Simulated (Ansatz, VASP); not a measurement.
ZrC in VASP and in Ansatz

```xyz
4
Lattice="4.2426 0.0000 0.0000 0.0000 4.2426 0.0000 0.0000 0.0000 3.1124" Properties=species:S:1:pos:R:3 pbc="T T T"
Zr    2.1213    0.0000    0.7105
Zr    0.0000    2.1213    2.4019
C     0.0000    0.0000    0.0000
C     2.1213    2.1213    0.0000
```

Alike in both runs: functional PBE; k mesh 8 × 8 × 12; occupations gaussian, width 0.05 eV; no spin polarisation.

Ansatz relaxed the structure, and its values are those at the end. VASP's run is a single point on that final structure, the one shown.

|  | VASP | Ansatz |
| --- | --- | --- |
| version | VASP 6.6.1 | Ansatz 0.2.0 |
| potentials or method | VASP PAW PBE potentials, release 64 (Zr_sv, C), cutoff 520 eV | scalar-relativistic, plane waves, PAW |
| valence electrons in the cell | 32 | 32 |

```tsv
	VASP	Ansatz	Ansatz less VASP
gap on the k mesh at the Fermi level (eV)	none	none	-
pressure (GPa)	0.2	0.0	-0.18
rms of the force components (eV/Å)	0.008	0.000	-0.0078
```

A gap of «none» marks a metal or a gap that the smearing closes. The functional is the same, so the differences come from potentials, cutoffs and numerics.
